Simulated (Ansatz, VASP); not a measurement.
# Ta3Si3N: VASP beside Ansatz

```
CELL_PARAMETERS angstrom
5.21514 0.00000 0.00000
-2.60757 4.51645 0.00000
0.00000 0.00000 5.23406
ATOMIC_POSITIONS crystal
Ta 0.50000 0.00000 0.00000
Ta 0.00000 0.50000 0.00000
Ta 0.50000 0.50000 0.00000
Si 0.50000 0.00000 0.50000
Si 0.00000 0.50000 0.50000
Si 0.50000 0.50000 0.50000
N 0.00000 0.00000 0.00000
```

Alike in both runs: functional PBE; k mesh 12 × 12 × 8; occupations gaussian, width 0.1 eV; no spin polarisation.

Ansatz relaxed the structure, and its values are those at the end. VASP's run is a single point on that final structure, the one shown.

|  | VASP | Ansatz |
| --- | --- | --- |
| version | VASP 6.6.1 | Ansatz 0.2.0 |
| potentials or method | VASP PAW PBE potentials, release 64 (Ta_pv, Si, N), cutoff 520 eV | scalar-relativistic, plane waves, PAW |
| valence electrons in the cell | 50 | 56 |

VASP gave:

| Quantity | Value |
| --- | --- |
| gap on the k mesh at the Fermi level (eV) | none |
| pressure (GPa) | 0.1 |

**Question.** What did Ansatz give for the same quantities?

**Answer.** gap on the k mesh at the Fermi level (eV): none; pressure (GPa): 0.0.

A gap of «none» marks a metal or a gap that the smearing closes. With one functional, cell and mesh, what is left measures potentials, basis and numerics. VASP's potentials hold 50 valence electrons a cell and Ansatz's 56, so a difference there can come from the potentials and not from the codes.

Spin-orbit coupling is off throughout.
